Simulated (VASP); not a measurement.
Wanted: the native input for a VASP 6.6.1 run.

- Task: single point
- Functional: PBEsol
- Potentials or basis: VASP PAW PBE potentials, release 64 (Bi_d)
- Cutoff: 520 eV
- k mesh: 15 × 15 × 8
- Occupations: gaussian, width 0.1 eV
- Spin: no spin polarisation
- Dipole correction: no
- Further INCAR settings: ALGO = Normal; EDIFF = 1e-07; NBANDS = 22

The structure of Bi lies in POSCAR:

```
Bi
1.0
    3.5505604951      0.0000000000      0.0000000000
   -1.7752802476      3.0748755865      0.0000000000
    0.0000000000      0.0000000000      5.6172414458
Bi
2
Direct
    0.3333333333      0.6666666667      0.2500000000
    0.6666666667      0.3333333333      0.7500000000
```

This isn't the form of Bi at room conditions, which is rhombohedral.

This cell differs from its parent crystal: Sb replaced by Bi, lengths x 1.039, strained.

These files were run (other wordings do the same):

INCAR

```
PREC = Accurate
ENCUT = 520
EDIFF = 1E-7
ISMEAR = 0
SIGMA = 0.1
LREAL = F
LASPH = T
NELM = 100
ALGO = Normal
ISIF = 2
LWAVE = F
LCHARG = F
GGA = PS
NBANDS = 22
```

KPOINTS

```
Automatic mesh
0
Gamma
  15 15 8
```

Potentials or basis: VASP PAW PBE potentials, release 64 (Bi_d).

Run with:

```bash
$ cat potpaw_PBE.64/Bi_d/POTCAR > POTCAR
$ mpirun -np 1 vasp_std > vasp.out
```

Results of the run:

```json
{
 "Pressure": "-1.3 GPa",
 "Band gap on the k mesh": "zero (bands 15 and 16 overlap by 6.73 eV)"
}
```

Caveat: the cell differs from its parent crystal (Sb replaced by Bi, lengths x 1.039, strained); the PAW data sets were made with another functional, which shifts forces and pressure a little; spin-orbit coupling is left out, which moves the levels of the heavy elements.

It took 3.5 min on 1 thread of Intel Xeon 8259CL, on a shared host, peak memory 0.27 GiB.
